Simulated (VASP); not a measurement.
Set up this calculation in VASP 6.6.1, as the native input.

```
Task                   : relaxation of cell and atoms
Functional             : PBE
Potentials or basis    : VASP PAW PBE potentials, release 64 (Al, B, As)
Cutoff                 : 600 eV
k mesh                 : 10 × 10 × 8
Occupations            : gaussian, width 0.1 eV
Spin                   : no spin polarisation
Dipole correction      : no
Further INCAR settings : ALGO = Normal; EDIFF = 1e-07; IBRION = 2; EDIFFG = -0.01; NSW = 100; ISIF = 3
```

The structure of Al2B2As lies in POSCAR:

```
Al2B2As
1.0
    3.5552539123      0.0000000000      0.0000000000
    0.0000000000      3.5552539123      0.0000000000
    0.0000000000      0.0000000000      5.7785426207
Al B As
2 2 1
Direct
    0.0000000000      0.0000000000      0.0000000000
    0.5000000000      0.5000000000      0.5000000000
    0.5000000000      0.5000000000      0.8669902867
    0.5000000000      0.5000000000      0.1330097133
    0.0000000000      0.0000000000      0.5000000000
```

One way to write it, as run:

INCAR

```
PREC = Accurate ; ENCUT = 600
EDIFF = 1E-7 ; ISMEAR = 0
SIGMA = 0.1 ; LREAL = F
LASPH = T ; NELM = 60
ALGO = Normal ; ISIF = 3
LWAVE = F ; LCHARG = F
GGA = PE ; IBRION = 2
NSW = 100 ; EDIFFG = -0.01
```

KPOINTS

```
Automatic mesh
0
Gamma
  10 10 8
```

Potentials or basis: VASP PAW PBE potentials, release 64 (Al, B, As).

Launch:

```bash
$ cat potpaw_PBE.64/Al/POTCAR potpaw_PBE.64/B/POTCAR potpaw_PBE.64/As/POTCAR > POTCAR
$ mpirun -np 1 vasp_std > vasp.out
```

It gave:

The relaxed volume is 14.54 Å³/atom, the relaxed cell is a = 3.551 Å, b = 3.551 Å, c = 5.765 Å, α = 90.00°, β = 90.00°, γ = 90.00° and the space group after relaxing (to 0.05 Å) is P4/mmm (No. 123). The energy gained by relaxing is 0.1 meV/atom and the ionic steps are 5. The pressure after relaxing is 0.0 GPa.

Wall time 4.4 min on 1 thread of Intel Xeon 6975P-C, on a shared host, peak memory 0.3 GiB.
